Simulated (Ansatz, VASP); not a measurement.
**As: VASP beside Ansatz**

```
As
1.0
     4.86164    0.00000    0.00000
    -2.43082    4.21031    0.00000
     0.00000    0.00000    2.82646
As
3
Direct
  0.00000 0.00000 0.00000
  0.33333 0.66667 0.50000
  0.66667 0.33333 0.50000
```

Alike in both runs: functional PBE; k mesh 8 × 8 × 10; occupations fermi-dirac, width 0.1 eV; no spin polarisation.

Ansatz relaxed the structure, and its values are those at the end. VASP's run is a single point on that final structure, the one shown.

|  | VASP | Ansatz |
| --- | --- | --- |
| version | VASP 6.6.1 | Ansatz 0.2.0 |
| potentials or method | VASP PAW PBE potentials, release 64 (As) | PAW with Ansatz's default frozen-core files, scalar-relativistic |
| plane-wave cutoff (eV) | 500 | 420 |
| valence electrons in the cell | 15 | 45 |

VASP gave:

* gap on the k mesh at the Fermi level (eV): none
* pressure (GPa): 0.1

Task: Estimate Ansatz's values.

Result: gap on the k mesh at the Fermi level (eV): none; pressure (GPa): 0.0.

A gap of «none» marks a metal or a gap that the smearing closes. VASP's potentials hold 15 valence electrons a cell and Ansatz's 45, so a difference there can come from the potentials and not from the codes.
